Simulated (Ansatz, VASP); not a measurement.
**One calculation of C, two programs**

```xyz
4
Lattice="1.2295 -2.1291 0.0000 1.2295 2.1291 0.0000 0.0000 0.0000 7.3778" Properties=species:S:1:pos:R:3 pbc="T T T"
C     1.2295    1.4335    5.5322
C     1.2295   -0.0140    1.8456
C     1.2295   -1.4335    1.8456
C     1.2295    0.0140    5.5322
```

Change from the starting cell: mode 1 frozen in at -0.341 Å and mode 5 at +0.000 Å (largest displacements).

Alike in both runs: task single point; functional PBEsol; k mesh 18 × 18 × 6; occupations gaussian, width 0.15 eV; no spin polarisation.

|  | VASP | Ansatz |
| --- | --- | --- |
| version | VASP 6.6.1 | Ansatz 0.2.0 |
| potentials or method | VASP PAW PBE potentials, release 64 (C), cutoff 600 eV | scalar-relativistic, plane waves, PAW |
| valence electrons in the cell | 16 | 16 |

VASP gave:

| Item | Value |
| --- | --- |
| gap on the k mesh at the Fermi level (eV) | none |
| least direct gap on the mesh (eV) | 0.01 |
| pressure (GPa) | 0.3 |
| traceless stress, the component that is largest in VASP (GPa) | -0.66 |

Which values does Ansatz return?

gap on the k mesh at the Fermi level (eV): none; least direct gap on the mesh (eV): 0.01; pressure (GPa): 0.0; traceless stress, the component that is largest in VASP (GPa): -0.09.

VASP's potentials were made for PBE, not for PBEsol, and Ansatz warns of the same on its side. A gap of «none» marks a metal or a gap that the smearing closes.

A gap of «none» marks a metal or a gap under the smearing width.
